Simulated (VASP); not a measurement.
Si3Ge3N8: single point with PBE

Si3Ge3N8:

```
Si Ge N
1.0
     7.89084    0.00000    0.00000
    -3.94542    6.83367    0.00000
     0.00000    0.00000    3.01692
Si Ge N
3 3 8
Cartesian
  -1.3747 5.6349 1.5085
  -0.2472 2.8257 1.5085
  1.6219 5.2067 1.5085
  2.2435 1.5636 0.0000
  4.1778 4.1090 0.0000
  5.4150 1.1611 0.0000
  0.0000 4.5558 1.5085
  3.9454 2.2779 0.0000
  5.0520 4.6892 1.5085
  -1.3769 6.5548 0.0000
  2.4196 4.7487 0.0000
  1.3039 2.0306 1.5085
  -1.0428 2.3639 0.0000
  5.4804 0.1139 1.5085
```

| Item | Value |
| --- | --- |
| Program | VASP 6.6.1 |
| Task | single point |
| Functional | PBE |
| Potentials or basis | VASP PAW PBE potentials, release 64 (Si, Ge_d, N) |
| Cutoff | 520 eV |
| k mesh | 6 × 6 × 8 |
| Occupations | fermi-dirac, width 0.02 eV |
| Spin | no spin polarisation |
| Dipole correction | no |
| Further INCAR settings | ALGO = Normal; EDIFF = 1e-06; NBANDS = 60 |

```
Pressure               : -0.4 GPa
Largest force          : 0.028 eV/Å
Band gap on the k mesh : 2.98 eV
```

Forces in eV/Å, atoms in the order of the input:
```
Si  -0.002 -0.005  0.000
Si   0.005  0.001  0.000
Si  -0.003  0.004  0.000
Ge  -0.001  0.008  0.000
Ge   0.007 -0.003  0.000
Ge  -0.006 -0.005  0.000
N    0.000  0.000  0.000
N    0.000  0.000  0.000
N   -0.023 -0.015  0.000
N   -0.006  0.014  0.000
N    0.015 -0.001  0.000
N    0.025 -0.012  0.000
N   -0.009 -0.012  0.000
N   -0.002  0.028  0.000
```

Stress tensor (GPa, compression positive):
```
-0.40  0.00  0.00
 0.00 -0.40  0.00
 0.00  0.00 -0.49
```

Levels at points of the mesh, in eV from the valence-band top:
| k point | band 44 | band 45 | band 46 | band 47 | band 48 | band 49 | band 50 | band 51 |
| --- | --- | --- | --- | --- | --- | --- | --- | --- |
| (0.00, 0.00, 0.00) | -1.03 | -0.50 | -0.47 | 0.00 | 2.98 | 4.04 | 4.04 | 4.07 |
| (0.50, 0.00, 0.00) | -1.27 | -0.61 | -0.44 | 0.00 | 3.67 | 4.15 | 4.23 | 4.43 |
| (0.00, 0.00, 0.50) | -1.43 | -1.32 | -1.32 | -1.10 | 4.20 | 4.20 | 4.63 | 4.63 |
| (0.50, 0.00, 0.50) | -1.32 | -1.31 | -1.06 | -0.88 | 3.74 | 4.55 | 4.98 | 5.48 |

Wall time 8 min on 1 thread of Intel(R) Xeon(R) Platinum 8488C (Sapphire Rapids), with other jobs on the host, peak memory 0.46 GiB.

A k mesh can miss the band edges.
